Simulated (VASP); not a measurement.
Input of a VASP 6.6.1 run:

The input INCAR:

```
SYSTEM = CO2
PREC = Accurate ; ENCUT = 600
EDIFF = 1E-6 ; ISMEAR = 0
SIGMA = 0.02 ; LREAL = .FALSE.
LASPH = .TRUE. ; NELM = 100
ALGO = Normal ; ISIF = 3
LWAVE = .FALSE. ; LCHARG = .FALSE.
GGA = PS ; IBRION = 2
NSW = 100 ; EDIFFG = -0.005
```

The input KPOINTS:

```
regular mesh
0
G
  8 8 8
  0 0 0
```

The input POSCAR:

```
CO2
1.0
   -1.9538211185      1.9538211185      2.9778470532
    1.9538211185     -1.9538211185      2.9778470532
    1.9538211185      1.9538211185     -2.9778470532
C O
2 4
Direct
    0.0000000000      0.0000000000      0.0000000000
    0.7500000000      0.2500000000      0.5000000000
    0.3750000000      0.2930743084      0.4180743084
    0.7069256916      0.1250000000      0.0819256916
    0.8750000000      0.9569256916      0.5819256916
    0.0430743084      0.6250000000      0.9180743084
```

Potentials or basis: VASP PAW PBE potentials, release 64 (C, O).

Launch:

```bash
$ cat potpaw_PBE.64/C/POTCAR potpaw_PBE.64/O/POTCAR > POTCAR
$ mpirun -np 1 vasp_std > vasp.out
```

**Question.** Predict the space group after relaxing (to 0.05 Å).

**Answer.** I-42d (No. 122).

**Question.** What does it give for the relaxed cell?

**Answer.** a = 4.064 Å, b = 4.064 Å, c = 4.064 Å, α = 122.32°, β = 122.32°, γ = 86.03°.

Step by step:
```tsv
step	energy change (eV)	largest force (eV/Å)	pressure (GPa)	volume (Å³)
1	0.0000	0.0817	1.25	45.47
2	0.0012	0.1471	-1.95	45.86
3	-0.0009	0.0103	-0.02	45.62
4	-0.0010	0.0096	-0.02	45.63
5	-0.0012	0.0092	0.04	45.64
6	-0.0012	0.0091	0.05	45.64
7	-0.0012	0.0003	0.06	45.67
```

Caveat: the PAW data sets were made with another functional, which shifts forces and pressure a little. Zero-point motion and thermal expansion aren't in these numbers.
